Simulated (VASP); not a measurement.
SnO, 4 atoms in the cell. Symmetry: Cm, No. 8, monoclinic system. Conventional cell: a = 5.426 Å, b = 5.426 Å, c = 4.762 Å, α = 90.00°, β = 90.00°, γ = 90.00°. Within 2.9 Å of Sn (site symmetry m) lie 4 O at 2.21 to 2.42 Å. Within 2.7 Å of Sn (site symmetry m) lie 4 O at 2.07 to 2.30 Å. O (site symmetry 1) has 4 Sn at 2.07 to 2.42 Å and 4 O at 2.71 Å within 2.8 Å.  This cell differs from its parent crystal: all Sn atoms moved +0.225 Å, as atom 1 along Cartesian [1 1 1].

```yaml
Program: VASP 6.6.1
Task: single point
Functional: PBE
Dispersion: D3(BJ)
Potentials_or_basis: VASP PAW PBE potentials, release 64 (Sn_d, O)
Cutoff: 520 eV
k_mesh: 12 × 12 × 10
Occupations: gaussian, width 0.15 eV
Spin: no spin polarisation
Dipole_correction: no
Further_INCAR_settings: ALGO = Normal; EDIFF = 1e-06; NBANDS = 28
```

Potentials or basis: VASP PAW PBE potentials, release 64 (Sn_d, O).

Command:

```console
$ cat potpaw_PBE.64/Sn_d/POTCAR potpaw_PBE.64/O/POTCAR > POTCAR
$ mpirun -np 1 vasp_std > vasp.out
```

Hardware: 1 thread of Intel Xeon 8259CL, on a shared host.

Problem. How long does it take, and how much memory?

Solution. Wall time 13 min on 1 thread of Intel Xeon 8259CL, on a shared host, peak memory 0.67 GiB. Counts: scf iterations 14, k points 398.
